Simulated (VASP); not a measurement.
Zn, 2 atoms in the cell. Symmetry: P6_3/mmc, No. 194, hexagonal system. The conventional cell has a = 2.646 Å, b = 2.646 Å, c = 5.169 Å, α = 90.00°, β = 90.00°, γ = 120.00°. Within 3.5 Å of Zn (site symmetry -6m2) lie 12 Zn at 2.65 to 3.00 Å.  This cell differs from its parent crystal: volume scaled by 1.10.

* Program: VASP 6.6.1
* Task: relaxation of shape and atoms at fixed volume
* Functional: PBEsol
* Potentials or basis: VASP PAW PBE potentials, release 64 (Zn)
* Cutoff: 600 eV
* k mesh: 18 × 18 × 8
* Occupations: gaussian, width 0.1 eV
* Spin: no spin polarisation
* Dipole correction: no
* Further INCAR settings: ALGO = Fast; EDIFF = 1e-06; IBRION = 2; EDIFFG = -0.01; NSW = 50; ISIF = 4

Potentials or basis: VASP PAW PBE potentials, release 64 (Zn).

Run with:

```console
$ cat potpaw_PBE.64/Zn/POTCAR > POTCAR
$ mpirun -np 1 vasp_std > vasp.out
```

Hardware: 1 thread of Intel Xeon 6975P-C, with other jobs on the host.

Q: How long does it take, and how much memory?

A: Wall time 2.4 min on 1 thread of Intel Xeon 6975P-C, on a shared host, peak memory 0.23 GiB. Counts: scf iterations 29, k points 185, ion steps 4.
